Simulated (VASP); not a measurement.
# SiC (Moissanite 3C) (F-43m) in VASP: single point with r2SCAN

Aim: the single point of SiC (Moissanite 3C) with r2SCAN.

Program: VASP 6.6.1. These are calculated values, not measurements. Logs are shortened: lines on timing, memory, paths and dates and some standing lists are left out, and cuts for length are marked.

**What was measured.**

“Insight into the structural, elastic and electronic properties of a new orthorhombic 6O-SiC polytype”, 2020, pmc:7200658 quotes, for a bulk crystal of SiC: band gap 2.4 eV (indirect).

How close the calculation comes is told below.

## Step 1: The cell of the first run

The structure is cubic, space group F-43m (No. 216). The conventional cell has a = 4.356 Å, b = 4.356 Å, c = 4.356 Å, α = 90.00°, β = 90.00°, γ = 90.00°. Within 2.5 Å of Si (site symmetry -43m) lie 4 C at 1.89 Å. Within 2.5 Å of C (site symmetry -43m) lie 4 Si at 1.89 Å.

## Step 2: Single point, r2SCAN

File POSCAR:

```
SiC
1.0
   -0.0000000016      2.1781804862      2.1781804830
    2.1781804783      0.0000000031      2.1781804783
    2.1781804830      2.1781804862     -0.0000000016
Si C
1 1
Direct
    0.0000000001      0.0000000006      0.0000000001
    0.2499999999      0.2499999994      0.2499999999
```

File INCAR.step1:

```
PREC = Accurate
ENCUT = 520
ISMEAR = 0
SIGMA = 0.01
LREAL = F
LASPH = T
NELM = 100
NBANDS = 11
GGA = PE
ALGO = Normal
EDIFF = 1E-4
LWAVE = T
LCHARG = F
```

File INCAR.step2:

```
PREC = Accurate
ENCUT = 520
EDIFF = 1E-7
ISMEAR = 0
SIGMA = 0.01
LREAL = F
LASPH = T
NELM = 100
ALGO = Normal
ISIF = 2
LWAVE = F
LCHARG = F
METAGGA = R2SCAN
LMIXTAU = T
NBANDS = 11
ISTART = 1
```

File KPOINTS:

```
regular mesh
0
Gamma
  8 8 8
```

Potentials or basis: VASP PAW PBE potentials, release 64 (Si, C).

Launch:

```console
$ cat potpaw_PBE.64/Si/POTCAR potpaw_PBE.64/C/POTCAR > POTCAR
$ cp INCAR.step1 INCAR
$ mpirun -np 1 vasp_std > vasp.out
$ cp INCAR.step2 INCAR
$ mpirun -np 1 vasp_std > vasp.out
```

OUTCAR:

```text
PREC = Accurate
   ENCUT = 520
   EDIFF = 1E-7
   ISMEAR = 0
   LREAL = F
   LASPH = T
   NELM = 100
   ISIF = 2
   METAGGA = R2SCAN
   ISTART = 1

 ion  position               nearest neighbor table
   1  0.000  0.000  0.000-   2 1.89   2 1.89   2 1.89   2 1.89
   2  0.250  0.250  0.250-   1 1.89   1 1.89   1 1.89   1 1.89

  LATTYP: Found a face centered cubic cell.
 ALAT       =     4.3563609566

  Lattice vectors:

 A1 = (  -0.0000000016,   2.1781804862,   2.1781804830)
 A2 = (   2.1781804783,   0.0000000031,   2.1781804783)
 A3 = (   2.1781804830,   2.1781804862,  -0.0000000016)

Analysis of symmetry for initial positions (statically):
=====================================================================
 Subroutine PRICEL returns:
 Original cell was already a primitive cell.

 Routine SETGRP: Setting up the symmetry group for a
 face centered cubic supercell.

 Subroutine GETGRP returns: Found 24 space group operations
 (whereof 24 operations were pure point group operations)
 out of a pool of 48 trial point group operations.

The static configuration has the point symmetry T_d .

Analysis of symmetry for dynamics (positions and initial velocities):
=====================================================================
 Subroutine PRICEL returns:
 Original cell was already a primitive cell.

 Routine SETGRP: Setting up the symmetry group for a
 face centered cubic supercell.

 Subroutine GETGRP returns: Found 24 space group operations
 (whereof 24 operations were pure point group operations)
 out of a pool of 48 trial point group operations.

The dynamic configuration has the point symmetry T_d .

 Subroutine INISYM returns: Found 24 space group operations
 (whereof 24 operations are pure point group operations),
 and found     1 'primitive' translations

----------------------------------------------------------------------------------------

                                     Primitive cell

  volume of cell :      20.6686

  direct lattice vectors                    reciprocal lattice vectors
    -0.000000002  2.178180486  2.178180483    -0.229549389  0.229549389  0.229549389
     2.178180478  0.000000003  2.178180478     0.229549390 -0.229549390  0.229549390
     2.178180483  2.178180486 -0.000000002     0.229549389  0.229549389 -0.229549389

  length of vectors
     3.080412383  3.080412374  3.080412383     0.397591205  0.397591206  0.397591205

  position of ions in fractional coordinates (direct lattice)
     0.000000000  0.000000001  0.000000000
     0.250000000  0.249999999  0.250000000

  ion indices of the primitive-cell ions
   primitive index   ion index
                 1           1
                 2           2

----------------------------------------------------------------------------------------

 KPOINTS: regular mesh

Automatic generation of k-mesh.
 Grid dimensions read from file:
 generate k-points for:    8    8    8

 Generating k-lattice:

  Cartesian coordinates                     Fractional coordinates (reciprocal lattice)
    -0.028693674  0.028693674  0.028693674     0.125000000  0.000000000  0.000000000
     0.028693674 -0.028693674  0.028693674     0.000000000  0.125000000 -0.000000000
     0.028693674  0.028693674 -0.028693674     0.000000000  0.000000000  0.125000000

  Length of vectors
     0.049698901  0.049698901  0.049698901

  Shift w.r.t. Gamma in fractional coordinates (k-lattice)
     0.000000000  0.000000000  0.000000000

 Subroutine IBZKPT returns following result:
 ===========================================

 Found     29 irreducible k-points:

 Following reciprocal coordinates:
            Coordinates               Weight
  0.000000  0.000000  0.000000      1.000000
  0.125000  0.000000  0.000000      8.000000
  0.250000  0.000000  0.000000      8.000000
  0.375000  0.000000 -0.000000      8.000000
  0.500000  0.000000  0.000000      4.000000
  0.125000  0.125000  0.000000      6.000000
[... 16 lines left out ...]
  0.500000  0.250000  0.125000     48.000000
 -0.375000  0.250000  0.125000     24.000000
 [... further k-points ...]
   k-points           NKPTS =     29   k-points in BZ     NKDIM =     29   number of bands    NBANDS=     11
   number of dos      NEDOS =    301   number of ions     NIONS =      2
   total plane-waves  NPLWV =  13824
   dimension x,y,z NGX =    24 NGY =   24 NGZ =   24
   dimension x,y,z NGXF=    48 NGYF=   48 NGZF=   48
   ions per type =               1   1
   NGX,Y,Z   is equivalent  to a cutoff of  12.95, 12.95, 12.95 a.u.
   NGXF,Y,Z  is equivalent  to a cutoff of  25.90, 25.90, 25.90 a.u.
 SYSTEM =  unknown system
   PREC   = accura    normal or accurate (medium, high low for compatibility)
   ISTART =      1    job   : 0-new  1-cont  2-samecut
   ICHARG =      0    charge: 1-file 2-atom 10-const
   ISPIN  =      1    spin polarized calculation?
   LNONCOLLINEAR =      F non collinear calculations
   LSORBIT =      F    spin-orbit coupling
   LASPH  =      T    aspherical Exc in radial PAW
   ENCUT  =  520.0 eV  38.22 Ry    6.18 a.u.   5.73  5.73  5.73*2*pi/ulx,y,z
   NELM   =    100;   NELMIN=  2; NELMDL=  0     # of ELM steps
   EDIFF  = 0.1E-06   stopping-criterion for ELM
   LREAL  =      F    real-space projection
   EDIFFG = 0.1E-05   stopping-criterion for IOM
   NSW    =      0    number of steps for IOM
   IBRION =     -1    ionic relax: 0-MD 1-quasi-New 2-CG
   NFREE  =      0    steps in history (QN), initial steepest desc. (CG)
   ISIF   =      2    stress and relaxation
   ISYM   =      2    0-nonsym 1-usesym 2-fastsym
   POTIM  = 0.5000    time-step for ionic-motion
   TEBEG  =    0.0;   TEEND  =   0.0 temperature during run
   PSTRESS=    0.0 pullay stress
   NELECT =       8.0000    total number of electrons
   NUPDOWN=      -1.0000    fix difference up-down
   EMIN   =  10.00;   EMAX   =-10.00  energy-range for DOS
   EFERMI =   0.00;   METHOD = LEGACY
   ISMEAR =     0;   SIGMA  =   0.01  broadening in eV -4-tet -1-fermi 0-gaus
   EFERMI_NEDOS =   21; number of points for ismear=-14 and -15
   IALGO  =     38    algorithm
   IMIX   =      4    mixing-type and parameters
     AMIX     =   0.40;   BMIX     =  1.00
     AMIX_MAG =   1.60;   BMIX_MAG =  1.00
  volume/ion in A,a.u.               =      10.33        69.74
  Fermi-wavevector in a.u.,A,eV,Ry     =   1.193075  2.254584 19.366903  1.423427
  Thomas-Fermi vector in A             =   2.329098
   LORBIT       =      0    0 simple, 1 ext, 2 COOP (PROOUT), +10 PAW based schemes
   METAGGA = R2SCAN    functional components
   LHFCALC =     F    Hartree Fock is set to
   AEXX    =    0.0000 exact exchange contribution
   IVDW    =     0    specifies the selected vdW correction
   LEPSILON=     F    determine dielectric tensor
   LRPA    =     F    only Hartree local field effects (RPA)
 non-spin polarized calculation
 Gauss-broadening in eV      SIGMA  =   0.01
  energy-cutoff  :      520.00
  volume of cell :       20.67
 maximum number of plane-waves:       568
   NGX = 11   NGY = 11   NGZ = 11

 number of electron       8.0000001 magnetization

 Free energy of the ion-electron system (eV)
  ---------------------------------------------------
  ext. energy  EPLUGINS =         0.00000000
  ---------------------------------------------------
  free energy    TOTEN  =       -19.32605819 eV

  energy without entropy =      -19.32605819  energy(sigma->0) =      -19.32605819

 E-fermi :   8.1014     XC(G=0): -11.9392

 val. band max:        7.9956745682   @ k =   0.0000   0.0000   0.0000
 cond. band min:       9.7193762185   @ k =   0.5000   0.5000   0.0000
 fundamental gap:      1.7237016503
 Fermi energy:         8.1013821495

 k-point     1 :       0.0000    0.0000    0.0000
  band No.  band energies     occupation
      1      -8.1931      2.00000
      2       7.9957      2.00000
      3       7.9957      2.00000
      4       7.9957      2.00000
      5      14.8438      0.00000
      6      15.8522      0.00000
      7      15.8522      0.00000
      8      15.8522      0.00000
      9      23.2104      0.00000
     10      23.2104      0.00000
     11      25.7771      0.00000

 k-point     2 :       0.1250    0.0000    0.0000
  band No.  band energies     occupation
      1      -7.8774      2.00000
      2       6.4513      2.00000
      3       7.7853      2.00000
      4       7.7853      2.00000
      5      15.0629      0.00000
      6      16.2265      0.00000
      7      16.2265      0.00000
      8      16.4891      0.00000
      9      21.9972      0.00000
     10      21.9972      0.00000
     11      25.1474      0.00000

 k-point     3 :       0.2500    0.0000    0.0000
  band No.  band energies     occupation
      1      -6.9564      2.00000
      2       3.5239      2.00000
      3       7.3598      2.00000
      4       7.3598      2.00000
      5      14.5648      0.00000
      6      16.4852      0.00000
      7      16.4852      0.00000
      8      18.1756      0.00000
      9      21.8619      0.00000
     10      21.8619      0.00000
     11      24.1884      0.00000

 k-point     4 :       0.3750    0.0000   -0.0000
  band No.  band energies     occupation
      1      -5.5708      2.00000
      2       0.6891      2.00000
      3       7.0146      2.00000
      4       7.0146      2.00000
      5      14.1439      0.00000
      6      16.0214      0.00000
      7      16.0214      0.00000
      8      18.9170      0.00000
      9      24.0176      0.00000
     10      24.0176      0.00000
     11      24.6640      0.00000
[... 239 lines left out ...]
 k-point    22 :       0.3750    0.2500    0.1250
  band No.  band energies     occupation
      1      -6.1576      2.00000
      2       3.3035      2.00000
      3       5.0358      2.00000
      4       6.6670      2.00000
      5      13.8991      0.00000
      6      16.2590      0.00000
      7      17.1057      0.00000
      8      18.8237      0.00000
      9      21.0843      0.00000
     10      24.9845      0.00000
     11      28.5352      0.00000

 k-point    23 :       0.5000    0.2500    0.1250
  band No.  band energies     occupation
      1      -4.8326      2.00000
      2       1.2193      2.00000
      3       4.2651      2.00000
      4       5.9974      2.00000
      5      13.8356      0.00000
      6      16.2016      0.00000
      7      17.9126      0.00000
      8      19.2202      0.00000
      9      22.3426      0.00000
     10      25.5594      0.00000
     11      28.5190      0.00000

 k-point    24 :      -0.3750    0.2500    0.1250
  band No.  band energies     occupation
      1      -3.9035      2.00000
      2      -0.0936      2.00000
      3       4.1452      2.00000
      4       5.6493      2.00000
      5      13.7766      0.00000
      6      15.8640      0.00000
      7      18.9071      0.00000
      8      19.8604      0.00000
      9      22.3453      0.00000
     10      25.2611      0.00000
     11      28.5506      0.00000

 [... further k-points ...]
[... 5 lines left out ...]
  --------------------------------------------------------------------------------------
  -------------------------------------------------------------------------------------
  Total       -0.0237663     -0.0237663     -0.0237663     -0.0000000     -0.0000000      0.0000000
  in kB       -1.8422974     -1.8422974     -1.8422974     -0.0000000     -0.0000000      0.0000000
  external PRESSURE =      -1.8422974 kB  Pullay stress =       0.0000000 kB

 VOLUME and BASIS-vectors are now :
 -----------------------------------------------------------------------------
  energy-cutoff  :      520.00
  volume of cell :       20.67
      direct lattice vectors                 reciprocal lattice vectors
    -0.000000002  2.178180486  2.178180483    -0.229549389  0.229549389  0.229549389
     2.178180478  0.000000003  2.178180478     0.229549390 -0.229549390  0.229549390
     2.178180483  2.178180486 -0.000000002     0.229549389  0.229549389 -0.229549389

 POSITION                                       TOTAL-FORCE (eV/Angst)
 -----------------------------------------------------------------------------------
      0.00000      0.00000      0.00000        -0.000000     -0.000000     -0.000000
      1.08909      1.08909      1.08909         0.000000      0.000000      0.000000
 -----------------------------------------------------------------------------------
    total drift:                               -0.000000     -0.000000     -0.000000

  FREE ENERGIE OF THE ION-ELECTRON SYSTEM (eV)
  ---------------------------------------------------
  free  energy   TOTEN  =       -19.3260581878 eV

  energy  without entropy=      -19.3260581878  energy(sigma->0) =      -19.32605819
```

Run time: 31 s. Hardware: 1 thread of AMD EPYC 7R13 (Zen 3), shared host; peak memory 0.11 GiB.

Results:

```
Free energy            : -19.3261 eV
Pressure               : -0.2 GPa
Band gap on the k mesh : 1.72 eV, indirect (least direct gap 5.06 eV)
```

Caveat: the PAW data sets were made with another functional, which shifts forces and pressure a little.

## Step 3: How close it comes

Step 2. Against the measured gap of SiC, 2.4 eV (indirect; quoted in “Insight into the structural, elastic and electronic properties of a new orthorhombic 6O-SiC polytype”, 2020, pmc:7200658), the calculated 1.72 eV is off by -0.68 eV. The value is that of r2SCAN on a finite k mesh, which can miss the band edges, without temperature or zero-point motion.
